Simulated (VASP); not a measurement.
# SnO2 (R-3m) in VASP: further runs

SnO2 is run at these levels: PBEsol; tasks: single point.

Program: VASP 6.6.1. These are calculated values, not measurements. Logs are shortened: lines on timing, memory, paths and dates and some standing lists are left out, and cuts for length are marked.

## Step 1: The cell of the first run

Symmetry: R-3m, No. 166, trigonal system. The conventional cell has a = 3.318 Å, b = 3.318 Å, c = 12.878 Å, α = 90.00°, β = 90.00°, γ = 120.00°. Within 2.8 Å of Sn (site symmetry -3m) lie 6 O at 2.14 Å. Within 2.8 Å of O (site symmetry 3m) lie 3 Sn at 2.14 Å and 3 O at 2.72 Å.

## Step 2: Single point, PBEsol

Input file INCAR:

```
SYSTEM = SnO2
PREC = Accurate
ENCUT = 520
EDIFF = 1E-6
ISMEAR = 0
SIGMA = 0.05
LREAL = .False.
LASPH = .True.
NELM = 100
ALGO = Normal
ISIF = 2
LWAVE = .False.
LCHARG = .True.
GGA = PS
LELF = .True.
LVHAR = .True.
NBANDS = 20
```

Input file KPOINTS:

```
Automatic mesh
0
Gamma
  12 12 12
  0 0 0
```

Input file POSCAR:

```
SnO2
1.0
    1.6589000000      0.9577663616      4.2927333333
   -1.6589000000      0.9577663616      4.2927333333
    0.0000000000     -1.9155327231      4.2927333333
Sn O
1 2
Direct
    0.5000000000      0.5000000000      0.5000000000
    0.2414378084      0.2414378084      0.2414378084
    0.7585621916      0.7585621916      0.7585621916
```

Potentials or basis: VASP PAW PBE potentials, release 64 (Sn_d, O).

Run with:

```bash
$ cat potpaw_PBE.64/Sn_d/POTCAR potpaw_PBE.64/O/POTCAR > POTCAR
$ mpirun -np 1 vasp_std > vasp.out
```

OUTCAR:

```text
SYSTEM = SnO2
   PREC = Accurate
   ENCUT = 520
   EDIFF = 1E-6
   ISMEAR = 0
   LREAL = .False.
   LASPH = .True.
   NELM = 100
   ISIF = 2
   GGA = PS

 ion  position               nearest neighbor table
   1  0.500  0.500  0.500-   2 2.14   2 2.14   3 2.14   3 2.14   2 2.14   3 2.14
   2  0.241  0.241  0.241-   1 2.14   1 2.14   1 2.14
   3  0.759  0.759  0.759-   1 2.14   1 2.14   1 2.14

  LATTYP: Found a trigonal (rhomboedric) cell.
 ALAT       =     4.7007260167
 COS(alpha) =     0.7509190393

  Lattice vectors:

 A1 = (   1.6589000000,   0.9577663616,   4.2927333333)
 A2 = (  -1.6589000000,   0.9577663616,   4.2927333333)
 A3 = (   0.0000000000,  -1.9155327231,   4.2927333333)

Analysis of symmetry for initial positions (statically):
=====================================================================
 Subroutine PRICEL returns:
 Original cell was already a primitive cell.

 Routine SETGRP: Setting up the symmetry group for a
 trigonal (rhombohedral) supercell.

 Subroutine GETGRP returns: Found 12 space group operations
 (whereof 12 operations were pure point group operations)
 out of a pool of 12 trial point group operations.

The static configuration has the point symmetry D_3d.

Analysis of symmetry for dynamics (positions and initial velocities):
=====================================================================
 Subroutine PRICEL returns:
 Original cell was already a primitive cell.

 Routine SETGRP: Setting up the symmetry group for a
 trigonal (rhombohedral) supercell.

 Subroutine GETGRP returns: Found 12 space group operations
 (whereof 12 operations were pure point group operations)
 out of a pool of 12 trial point group operations.

The dynamic configuration has the point symmetry D_3d.

 Subroutine INISYM returns: Found 12 space group operations
 (whereof 12 operations are pure point group operations),
 and found     1 'primitive' translations

----------------------------------------------------------------------------------------

                                     Primitive cell

  volume of cell :      40.9228

  direct lattice vectors                    reciprocal lattice vectors
     1.658900000  0.957766362  4.292733333     0.301404545  0.174015995  0.077650603
    -1.658900000  0.957766362  4.292733333    -0.301404545  0.174015995  0.077650603
     0.000000000 -1.915532723  4.292733333     0.000000000 -0.348031991  0.077650603

  length of vectors
     4.700726017  4.700726017  4.700726017     0.356589235  0.356589235  0.356589235

  position of ions in fractional coordinates (direct lattice)
     0.500000000  0.500000000  0.500000000
     0.241437808  0.241437808  0.241437808
     0.758562192  0.758562192  0.758562192

  ion indices of the primitive-cell ions
   primitive index   ion index
                 1           1
                 2           2
                 3           3

----------------------------------------------------------------------------------------

 KPOINTS: Automatic mesh

Automatic generation of k-mesh.
 Grid dimensions read from file:
 generate k-points for:   12   12   12

 Generating k-lattice:

  Cartesian coordinates                     Fractional coordinates (reciprocal lattice)
     0.025117045  0.014501333  0.006470884     0.083333333 -0.000000000  0.000000000
    -0.025117045  0.014501333  0.006470884    -0.000000000  0.083333333  0.000000000
     0.000000000 -0.029002666  0.006470884     0.000000000  0.000000000  0.083333333

  Length of vectors
     0.029715770  0.029715770  0.029715770

  Shift w.r.t. Gamma in fractional coordinates (k-lattice)
     0.000000000  0.000000000  0.000000000

 Subroutine IBZKPT returns following result:
 ===========================================

 Found    189 irreducible k-points:

 Following reciprocal coordinates:
            Coordinates               Weight
  0.000000  0.000000  0.000000      1.000000
  0.083333  0.000000  0.000000      6.000000
  0.166667  0.000000  0.000000      6.000000
  0.250000  0.000000  0.000000      6.000000
  0.333333  0.000000  0.000000      6.000000
  0.416667  0.000000  0.000000      6.000000
[... 16 lines left out ...]
  0.500000  0.166667  0.000000     12.000000
 -0.416667  0.166667  0.000000     12.000000
 [... further k-points ...]
   k-points           NKPTS =    189   k-points in BZ     NKDIM =    189   number of bands    NBANDS=     20
   number of dos      NEDOS =    301   number of ions     NIONS =      3
   total plane-waves  NPLWV =  46656
   dimension x,y,z NGX =    36 NGY =   36 NGZ =   36
   dimension x,y,z NGXF=    72 NGYF=   72 NGZF=   72
   ions per type =               1   2
   NGX,Y,Z   is equivalent  to a cutoff of  12.73, 12.73, 12.73 a.u.
   NGXF,Y,Z  is equivalent  to a cutoff of  25.46, 25.46, 25.46 a.u.
 SYSTEM =  SnO2
   PREC   = accura    normal or accurate (medium, high low for compatibility)
   ISTART =      0    job   : 0-new  1-cont  2-samecut
[... 84 lines left out ...]
     20      20.4579      0.00000

 k-point     3 :       0.1667    0.0000    0.0000
  band No.  band energies     occupation
      1     -15.9295      2.00000
      2     -15.8250      2.00000
      3     -15.6820      2.00000
      4     -15.5965      2.00000
      5     -15.5638      2.00000
      6     -13.5942      2.00000
[... 12 lines left out ...]
     19      18.2089      0.00000
     20      20.5564      0.00000

 k-point     4 :       0.2500    0.0000    0.0000
  band No.  band energies     occupation
      1     -16.0878      2.00000
      2     -15.7584      2.00000
      3     -15.6648      2.00000
      4     -15.6079      2.00000
      5     -15.5354      2.00000
      6     -13.3386      2.00000
[... 12 lines left out ...]
     19      17.6724      0.00000
     20      20.8185      0.00000

 k-point     5 :       0.3333    0.0000    0.0000
  band No.  band energies     occupation
      1     -16.2452      2.00000
      2     -15.7065      2.00000
      3     -15.6613      2.00000
      4     -15.5999      2.00000
      5     -15.4924      2.00000
      6     -13.0115      2.00000
[... 12 lines left out ...]
     19      17.5973      0.00000
     20      19.6347      0.00000

 k-point     6 :       0.4167    0.0000    0.0000
  band No.  band energies     occupation
      1     -16.3537      2.00000
      2     -15.6947      2.00000
      3     -15.6633      2.00000
      4     -15.5720      2.00000
      5     -15.4558      2.00000
      6     -12.7050      2.00000
[... 12 lines left out ...]
     19      17.6011      0.00000
     20      18.6583      0.00000

 k-point     7 :       0.5000    0.0000    0.0000
  band No.  band energies     occupation
      1     -16.3921      2.00000
      2     -15.6946      2.00000
      3     -15.6646      2.00000
      4     -15.5584      2.00000
      5     -15.4417      2.00000
      6     -12.5706      2.00000
[... 12 lines left out ...]
     19      17.6589      0.00000
     20      18.2541      0.00000
[... 277 lines left out ...]
 k-point    20 :       0.2500    0.1667    0.0000
  band No.  band energies     occupation
      1     -15.9985      2.00000
      2     -15.8224      2.00000
      3     -15.6636      2.00000
      4     -15.6061      2.00000
      5     -15.5473      2.00000
      6     -13.4174      2.00000
[... 12 lines left out ...]
     19      17.6540      0.00000
     20      20.3600      0.00000

 k-point    21 :       0.3333    0.1667    0.0000
  band No.  band energies     occupation
      1     -16.0934      2.00000
      2     -15.8232      2.00000
      3     -15.6531      2.00000
      4     -15.6156      2.00000
      5     -15.5177      2.00000
      6     -13.1274      2.00000
[... 12 lines left out ...]
     19      17.6811      0.00000
     20      19.6000      0.00000

 k-point    22 :       0.4167    0.1667    0.0000
  band No.  band energies     occupation
      1     -16.1952      2.00000
      2     -15.8141      2.00000
      3     -15.6523      2.00000
      4     -15.6127      2.00000
      5     -15.4972      2.00000
      6     -12.7491      2.00000
[... 12 lines left out ...]
     19      17.9084      0.00000
     20      18.7988      0.00000

 k-point    23 :       0.5000    0.1667    0.0000
  band No.  band energies     occupation
      1     -16.2703      2.00000
      2     -15.8071      2.00000
      3     -15.6594      2.00000
      4     -15.5866      2.00000
      5     -15.4978      2.00000
      6     -12.3872      2.00000
[... 12 lines left out ...]
     19      18.0288      0.00000
     20      18.3939      0.00000

 k-point    24 :      -0.4167    0.1667    0.0000
  band No.  band energies     occupation
      1     -16.2967      2.00000
      2     -15.8048      2.00000
      3     -15.6632      2.00000
      4     -15.5665      2.00000
      5     -15.5071      2.00000
      6     -12.2426      2.00000
[... 12 lines left out ...]
     19      17.6711      0.00000
     20      18.5133      0.00000

 [... further k-points ...]

------------------------ aborting loop because EDIFF is reached ----------------------------------------

  FORCE on cell =-STRESS in cart. coord.  units (eV):
  Direction    XX          YY          ZZ          XY          YZ          ZX
  --------------------------------------------------------------------------------------
  -------------------------------------------------------------------------------------
  Total       -2.9091895     -2.9091895     -0.7870989      0.0000000     -0.0000000      0.0000000
  in kB     -113.8984048   -113.8984048    -30.8159073      0.0000000     -0.0000000      0.0000000
  external PRESSURE =     -86.2042390 kB  Pullay stress =       0.0000000 kB

 VOLUME and BASIS-vectors are now :
 -----------------------------------------------------------------------------
  energy-cutoff  :      520.00
  volume of cell :       40.92
      direct lattice vectors                 reciprocal lattice vectors
     1.658900000  0.957766362  4.292733333     0.301404545  0.174015995  0.077650603
    -1.658900000  0.957766362  4.292733333    -0.301404545  0.174015995  0.077650603
     0.000000000 -1.915532723  4.292733333     0.000000000 -0.348031991  0.077650603

 POSITION                                       TOTAL-FORCE (eV/Angst)
 -----------------------------------------------------------------------------------
      0.00000      0.00000      6.43910         0.000000     -0.000000     -0.000000
      0.00000      0.00000      3.10928         0.000000     -0.000000     -0.221079
      0.00000      0.00000      9.76892         0.000000      0.000000      0.221079
 -----------------------------------------------------------------------------------
    total drift:                               -0.000000     -0.000000      0.000000

  FREE ENERGIE OF THE ION-ELECTRON SYSTEM (eV)
  ---------------------------------------------------
  free  energy   TOTEN  =       -19.2458675324 eV

  energy  without entropy=      -19.2458675324  energy(sigma->0) =      -19.24586753
```

Run time: 4.2 min. Hardware: 1 thread of Intel Xeon 6975P-C (Granite Rapids), shared host; peak memory 0.3 GiB.

Results:

```yaml
Free_energy: -19.2459 eV
Pressure: -8.6 GPa
Largest_force: 0.221 eV/Å
Band_gap_on_the_k_mesh: 1.07 eV
```

Forces on the atoms (eV/Å):
```
Sn   0.000  0.000  0.000
O    0.000  0.000 -0.221
O    0.000  0.000  0.221
```

Stress tensor (GPa, compression positive):
```
-11.39   0.00   0.00
  0.00 -11.39   0.00
  0.00   0.00  -3.08
```

Caveat: the cell stands under tension; the PAW data sets were made with another functional, which shifts forces and pressure a little; spin-orbit coupling is left out, which moves the levels of the heavy elements. A k mesh can miss the band edges.

## Step 3: Single point, PBEsol

This run uses another cell than the first one, of 13.71 Å³/atom.

Input file INCAR:

```
PREC = Accurate
ENCUT = 520
EDIFF = 1E-6
ISMEAR = 0
SIGMA = 0.05
LREAL = F
LASPH = T
NELM = 60
ALGO = Normal
ISIF = 2
LWAVE = F
LCHARG = F
GGA = PS
NBANDS = 20
```

Input file KPOINTS:

```
regular mesh
0
Gamma
  12 12 12
```

Input file POSCAR:

```
SnO2
1.0
    1.5786500000      0.9114340025      4.7632000000
   -1.5786500000      0.9114340025      4.7632000000
    0.0000000000     -1.8228680049      4.7632000000
Sn O
1 2
Direct
    0.5000000000      0.5000000000      0.5000000000
    0.2414378084      0.2414378084      0.2414378084
    0.7585621916      0.7585621916      0.7585621916
```

Potentials or basis: VASP PAW PBE potentials, release 64 (Sn_d, O).

Run with:

```bash
$ cat potpaw_PBE.64/Sn_d/POTCAR potpaw_PBE.64/O/POTCAR > POTCAR
$ mpirun -np 1 vasp_std > vasp.out
```

Run time: 5.3 min. Hardware: 1 thread of Intel Xeon 6975P-C (Granite Rapids), shared host; peak memory 0.32 GiB.

It converged, with:

```yaml
Free_energy: -19.2646 eV
Pressure: -0.5 GPa
Largest_force: 0.636 eV/Å
Band_gap_on_the_k_mesh: 2.12 eV (least direct gap 2.20 eV)
```

Forces in eV/Å, atoms in the order of the input:
```
Sn   0.000  0.000  0.000
O    0.000  0.000 -0.636
O    0.000  0.000  0.636
```

Stress tensor (GPa, compression positive):
```
 2.11  0.00  0.00
 0.00  2.11  0.00
 0.00  0.00 -5.60
```

Levels at points of the mesh, in eV from the valence-band top:
```tsv
k point	band 10	band 11	band 12	band 13	band 14	band 15	band 16	band 17
(0.00, 0.00, 0.00)	-1.17	-0.74	-0.74	-0.08	2.12	5.73	11.44	11.44
(0.50, 0.00, 0.00)	-2.79	-1.73	-0.66	-0.60	5.49	7.62	10.50	12.03
(0.50, 0.50, 0.00)	-2.91	-1.34	-0.42	0.00	5.13	6.79	10.94	11.45
(0.50, 0.50, 0.50)	-1.25	-1.25	-0.67	-0.67	3.50	5.72	11.63	11.63
```

Caveat: the PAW data sets were made with another functional, which shifts forces and pressure a little; spin-orbit coupling is left out, which moves the levels of the heavy elements.

## Step 4: Single point, PBEsol

This run uses another cell than the first one, of 12.48 Å³/atom.

Input file INCAR:

```
ALGO     = Normal         # electronic algorithm
EDIFF    = 1E-6           # SCF threshold, eV
ENCUT    = 910            # plane-wave cutoff, eV
GGA      = PS             # functional
GGA_COMPAT= F            
ISIF     = 2              # what is computed and relaxed
ISMEAR   = 0              # smearing method
LASPH    = T              # aspherical terms in the spheres
LCHARG   = T              # write CHGCAR
LELF     = T              # ELF
LREAL    = F              # projectors in reciprocal space
LVHAR    = T            
LWAVE    = F              # write WAVECAR
NBANDS   = 20             # bands
NELM     = 120            # most SCF steps
PREC     = Accurate       # precision mode
SIGMA    = 0.05           # smearing width, eV
```

Input file KPOINTS:

```
k-points
0
Gamma
  12 12 12
```

Input file POSCAR:

```
SnO2
1.0
    1.5251500000      0.8805457631      4.6455666667
   -1.5251500000      0.8805457631      4.6455666667
    0.0000000000     -1.7610915261      4.6455666667
Sn O
1 2
Direct
    0.5000000000      0.5000000000      0.5000000000
    0.2414378084      0.2414378084      0.2414378084
    0.7585621916      0.7585621916      0.7585621916
```

Potentials or basis: VASP PAW PBE potentials, release 64 (Sn_d, O_h).

Run with:

```bash
$ cat potpaw_PBE.64/Sn_d/POTCAR potpaw_PBE.64/O_h/POTCAR > POTCAR
$ mpirun -np 1 vasp_std > vasp.out
```

Run time: 13 min. Hardware: 1 thread of AMD EPYC 7R43 (Zen 3), shared host; peak memory 0.51 GiB.

It converged, with:

```yaml
Free_energy: -19.0866 eV
Pressure: 18.3 GPa
Largest_force: 0.531 eV/Å
Band_gap_on_the_k_mesh: 2.83 eV (least direct gap 3.04 eV)
```

Forces on the atoms (eV/Å):
```
Sn   0.000  0.000  0.000
O    0.000  0.000  0.531
O    0.000  0.000 -0.531
```

Stress tensor (GPa, compression positive):
```
24.84  0.00  0.00
 0.00 24.84  0.00
 0.00  0.00  5.15
```

Levels at points of the mesh, in eV from the valence-band top:
```csv
k point,band 10,band 11,band 12,band 13,band 14,band 15,band 16,band 17
"(0.00, 0.00, 0.00)",-1.28,-0.68,-0.68,-0.21,2.83,6.21,12.46,12.46
"(0.50, 0.00, 0.00)",-3.04,-1.96,-0.75,-0.58,6.50,8.19,11.36,12.59
"(0.50, 0.50, 0.00)",-3.18,-1.53,-0.38,0.00,6.04,7.29,11.93,12.02
"(0.50, 0.50, 0.50)",-1.36,-1.36,-0.60,-0.60,4.29,6.29,12.69,12.69
```

Caveat: the cutoff is under 1.25 times the usual one of these potentials, so pressure, stress and relaxed cells hold a basis-set (Pulay) error; the cell stands under pressure; the PAW data sets were made with another functional, which shifts forces and pressure a little; spin-orbit coupling is left out, which moves the levels of the heavy elements. A k mesh can miss the band edges.

## Step 5: Single point, PBEsol

This run uses another cell than the first one, of 14.39 Å³/atom.

Input file INCAR:

```
SYSTEM = SnO2
PREC     = Accurate       ! precision mode
ENCUT    = 520            ! plane-wave cutoff, eV
EDIFF    = 1E-6           ! SCF threshold, eV
ISMEAR   = 0              ! smearing method
SIGMA    = 0.05           ! smearing width, eV
LREAL    = .FALSE.        ! projectors in reciprocal space
LASPH    = .TRUE.         ! aspherical terms in the spheres
NELM     = 60             ! most SCF steps
ALGO     = Normal         ! electronic algorithm
ISIF     = 2              ! what is computed and relaxed
LWAVE    = .FALSE.        ! write WAVECAR
LCHARG   = .FALSE.        ! write CHGCAR
GGA      = PS             ! functional
NBANDS   = 20             ! bands
```

Input file KPOINTS:

```
Automatic mesh
0
G
  12 12 12
  0 0 0
```

Input file POSCAR:

```
SnO2
1.0
    1.6589000000      0.9577663616      4.5279666667
   -1.6589000000      0.9577663616      4.5279666667
    0.0000000000     -1.9155327231      4.5279666667
Sn O
1 2
Direct
    0.5000000000      0.5000000000      0.5000000000
    0.2414378084      0.2414378084      0.2414378084
    0.7585621916      0.7585621916      0.7585621916
```

Potentials or basis: VASP PAW PBE potentials, release 64 (Sn_d, O).

Run with:

```bash
$ cat potpaw_PBE.64/Sn_d/POTCAR potpaw_PBE.64/O/POTCAR > POTCAR
$ mpirun -np 1 vasp_std > vasp.out
```

Wall time 4.3 min (1 thread of AMD EPYC 7R13 (Zen 3), shared host); peak memory 0.31 GiB.

It converged, with:

* Free energy: -19.1763 eV
* Pressure: -12.2 GPa
* Largest force: 0.783 eV/Å
* Band gap on the k mesh: 1.13 eV

Forces on the atoms (eV/Å):
```
Sn   0.000  0.000  0.000
O    0.000  0.000 -0.783
O    0.000  0.000  0.783
```

Stress tensor (GPa, compression positive):
```
-14.60   0.00   0.00
  0.00 -14.60   0.00
  0.00   0.00  -7.26
```

Levels at points of the mesh, in eV from the valence-band top:
```csv
k point,band 10,band 11,band 12,band 13,band 14,band 15,band 16,band 17
"(0.00, 0.00, 0.00)",-1.38,-1.14,-1.14,0.00,1.13,5.08,10.00,10.00
"(0.50, 0.00, 0.00)",-2.98,-1.64,-0.84,-0.84,4.56,7.23,9.21,11.73
"(0.50, 0.50, 0.00)",-3.16,-1.06,-0.58,-0.07,4.20,6.23,9.99,10.61
"(0.50, 0.50, 0.50)",-1.51,-1.51,-1.04,-1.04,2.80,5.16,10.29,10.29
```

Caveat: the cell stands under tension; the PAW data sets were made with another functional, which shifts forces and pressure a little; spin-orbit coupling is left out, which moves the levels of the heavy elements. A k mesh can miss the band edges.

## Step 6: Summary

| potentials or basis | cell | cutoff (eV) | gap on the mesh (eV) | pressure (GPa) | largest force (eV/Å) |
| --- | --- | --- | --- | --- | --- |
| VASP PAW PBE potentials, release 64 (Sn_d, O) | a = 4.701 Å, angles 41.3°, 3 atoms | 520 | 1.07 | -8.6 | 0.22 |
| VASP PAW PBE potentials, release 64 (Sn_d, O) | a = 5.100 Å, angles 36.1°, 3 atoms | 520 | 2.12 | -0.5 | 0.64 |
| VASP PAW PBE potentials, release 64 (Sn_d, O_h) | a = 4.968 Å, angles 35.8°, 3 atoms | 910 | 2.83 | 18.3 | 0.53 |
| VASP PAW PBE potentials, release 64 (Sn_d, O) | a = 4.916 Å, angles 39.4°, 3 atoms | 520 | 1.13 | -12.2 | 0.78 |

Alike in all rows: task single point; level PBEsol; no spin polarisation; k mesh 12 × 12 × 12; smearing gaussian 0.05 eV.

Caveats: the PAW data sets were made with another functional, which shifts forces and pressure a little; spin-orbit coupling is left out, which moves the levels of the heavy elements; the cell stands under tension (at least some runs); the cutoff is under 1.25 times the usual one of these potentials, so pressure, stress and relaxed cells hold a basis-set (Pulay) error (at least some runs); the cell stands under pressure (at least some runs).

Absolute energies hang on the potentials; compare differences alone.
